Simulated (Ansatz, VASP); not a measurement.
**Two plane-wave programs on BaTiO3**

File INCAR:

```
PREC = Accurate ; ENCUT = 600
EDIFF = 1E-6 ; ISMEAR = -1
SIGMA = 0.02 ; LREAL = F
LASPH = T ; NELM = 200
ALGO = Normal ; ISIF = 2
LWAVE = F ; LCHARG = F
LMAXMIX = 4 ; LDAU = T
LDAUTYPE = 2 ; LDAUL = -1 2 -1
LDAUU = 0 3 0 ; LDAUJ = 0 0 0
LDAUPRINT = 1 ; GGA = PS
NBANDS = 28 ; GGA_COMPAT = F
```

The input KPOINTS:

```
Automatic mesh
0
Gamma
  6 6 6
```

POSCAR

```
BaTiO3
1.0
    2.8273666100      1.6323808700      2.3183934900
   -2.8273666100      1.6323808700      2.3183934900
    0.0000000000     -3.2647617400      2.3183934900
Ba Ti O
1 1 3
Direct
    0.0000000000      0.0000000000      0.0000000000
    0.4845000000      0.4845000000      0.4845000000
    0.5086000000      0.5086000000      0.0175000000
    0.0175000000      0.5086000000      0.5086000000
    0.5086000000      0.0175000000      0.5086000000
```

Input for Ansatz:

```yaml
crystal:
  lattice:
    - [2.82736661, 1.63238087, 2.31839349]
    - [-2.82736661, 1.63238087, 2.31839349]
    - [0.0, -3.26476174, 2.31839349]
  atoms:
    - { symbol: Ba, position: [0.0, 0.0, 0.0] }
    - { symbol: Ti, position: [0.4845, 0.4845, 0.4845] }
    - { symbol: O, position: [0.5086, 0.5086, 0.017499999999999946] }
    - { symbol: O, position: [0.017500000000000036, 0.5086, 0.5086] }
    - { symbol: O, position: [0.5086, 0.017499999999999974, 0.5086] }
basis:
  ecutwfc: 550.0
kpoints:
  mp_grid:
    grid: [6, 6, 6]
hamiltonian:
  xc: pbesol
  hubbard:
    - { species: Ti, l: d, u_eff: 3.0 }
scf:
  convergence:
    dr2_threshold: 1.0e-10
  occupations:
    method: fermi_dirac
    width: 0.02
output:
  eigenvalues: true
```

Alike in both runs: task single point; functional PBEsol; k mesh 6 × 6 × 6; occupations fermi-dirac, width 0.02 eV; no spin polarisation; Hubbard terms Ti d U = 3.0 eV.

|  | VASP | Ansatz |
| --- | --- | --- |
| version | VASP 6.6.1 | Ansatz 0.2.0 |
| potentials or method | VASP PAW PBE potentials, release 64 (Ba_sv, Ti_sv, O), cutoff 600 eV | plane waves, PAW |
| valence electrons in the cell | 40 | 40 |

|  | VASP | Ansatz | Ansatz less VASP |
| --- | --- | --- | --- |
| gap on the k mesh at the Fermi level (eV) | 2.63 | 2.67 | +0.036 |

VASP's potentials were made for PBE, not for PBEsol. The programs project onto different local orbitals, so the same U acts differently, and such runs can settle in different states.

Neither program's run includes spin-orbit coupling.
